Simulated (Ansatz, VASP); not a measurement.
# FeO in VASP and in Ansatz

```
Fe O
1.0
     0.00000    2.15540    2.15540
     2.15540    0.00000    2.15540
     2.15540    2.15540    0.00000
Fe O
1 1
Cartesian
  0.0000 0.0000 0.0000
  2.1554 2.1554 2.1554
```

Alike in both runs: task single point; functional LDA; k mesh 8 × 8 × 8; occupations gaussian, width 0.05 eV; collinear spin; Hubbard terms Fe d U = 5.0 eV, J = 0.9 eV.

```csv
,VASP,Ansatz
version,VASP 6.6.1,Ansatz 0.2.0
potentials or method,"VASP PAW LDA potentials, release 64 (Fe, O), cutoff 520 eV","scalar-relativistic, plane waves, PAW"
valence electrons in the cell,14,22
```

```tsv
	VASP	Ansatz	Ansatz less VASP
pressure (GPa)	-15.7	-2.7	+13.01
traceless stress, the component that is largest in VASP (GPa)	0.00	4.73	+4.728
net moment per atom (μB)	2.00	2.00	-0.003
size of the moment on the site where the two differ most (μB)	3.79	3.45	-0.336
```

LDA's correlation is that of Perdew and Zunger in VASP and of Perdew and Wang (1992) in Ansatz. Site moments also hang on the region over which each program counts them. The programs project onto different local orbitals, so the same U acts differently, and such runs can settle in different states. VASP's potentials hold 14 valence electrons a cell and Ansatz's 22, so a difference there can come from the potentials and not from the codes. Ansatz's warnings: filled band counts differ across k points, symmetry narrowed by occupation matrices.
